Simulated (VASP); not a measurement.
Here is a VASP 6.6.1 calculation.

File INCAR:

```
SYSTEM = TiAl
PREC = Accurate
ENCUT = 500
EDIFF = 1E-6
ISMEAR = 0
SIGMA = 0.15
LREAL = .FALSE.
LASPH = .TRUE.
NELM = 120
ALGO = Normal
ISIF = 2
LWAVE = .FALSE.
LCHARG = .FALSE.
GGA = PS
NBANDS = 14
GGA_COMPAT = .FALSE.
```

File KPOINTS:

```
regular mesh
0
G
  16 16 16
  0 0 0
```

The input POSCAR:

```
TiAl
1.0
    2.9588163728      0.0000000000      0.0000000000
    0.0000000000      2.9588163728      0.0000000000
    0.0000000000      0.0000000000      3.4002717756
Ti Al
1 1
Direct
    0.0000000000      0.0000000000      0.0000000000
    0.5000000000      0.5000000000      0.5000000000
```

Potentials or basis: VASP PAW PBE potentials, release 64 (Ti_sv, Al).

The run is started by

```sh
$ cat potpaw_PBE.64/Ti_sv/POTCAR potpaw_PBE.64/Al/POTCAR > POTCAR
$ mpirun -np 1 vasp_std > vasp.out
```

Question: Predict the pressure.

Answer: 7.4 GPa.

Question: Estimate the band gap on the k mesh.

Answer: Zero (an odd number of electrons rules out a gap without spin polarisation).

Stress tensor (GPa, compression positive):
```
 4.26  0.00  0.00
 0.00  4.26  0.00
 0.00  0.00 13.76
```

Caveat: the cell stands under pressure; the PAW data sets were made with another functional, which shifts forces and pressure a little.
